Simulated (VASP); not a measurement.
Wanted: the native input for a VASP 6.6.1 run.

```yaml
Task: single point
Functional: PBE
Potentials_or_basis: VASP PAW PBE potentials, release 64 (Lu)
Cutoff: 520 eV
k_mesh: 15 × 15 × 15
Occupations: fermi-dirac, width 0.05 eV
Spin: no spin polarisation
Dipole_correction: no
Further_INCAR_settings: ALGO = Normal; EDIFF = 1e-07; NBANDS = 32
```

The structure of Lu lies in POSCAR:

```
Lu
1.0
   -2.3642580894      2.3642580894      1.3625235942
    2.3642580894     -2.3642580894      1.3625235942
    2.3642580894      2.3642580894     -1.3625235942
Lu
2
Direct
   -0.3750000000     -0.1250000000     -0.2500000000
    0.3750000000      0.1250000000      0.2500000000
```

The input as run:

INCAR

```
SYSTEM = Lu
PREC     = Accurate       ! precision mode
ENCUT    = 520            ! plane-wave cutoff, eV
EDIFF    = 1E-7           ! SCF threshold, eV
ISMEAR   = -1             ! smearing method
SIGMA    = 0.05           ! smearing width, eV
LREAL    = .False.        ! projectors in reciprocal space
LASPH    = .True.         ! aspherical terms in the spheres
NELM     = 60             ! most SCF steps
ALGO     = Normal         ! electronic algorithm
ISIF     = 2              ! what is computed and relaxed
LWAVE    = .False.        ! write WAVECAR
LCHARG   = .False.        ! write CHGCAR
GGA      = PE             ! functional
NBANDS   = 32             ! bands
```

KPOINTS

```
Automatic mesh
0
Gamma
  15 15 15
  0 0 0
```

Potentials or basis: VASP PAW PBE potentials, release 64 (Lu).

Launch:

```sh
$ cat potpaw_PBE.64/Lu/POTCAR > POTCAR
$ mpirun -np 1 vasp_std > vasp.out
```

It gave:

| Property | Result |
| --- | --- |
| Pressure | 88.7 GPa |
| Band gap on the k mesh | zero (bands 25 and 26 overlap by 3.48 eV) |

Caveat: the cell stands under pressure; spin-orbit coupling is left out, which moves the levels of the heavy elements.

Wall time 9.1 min on 1 thread of Intel Xeon 8259CL, with other jobs on the host, peak memory 0.35 GiB.
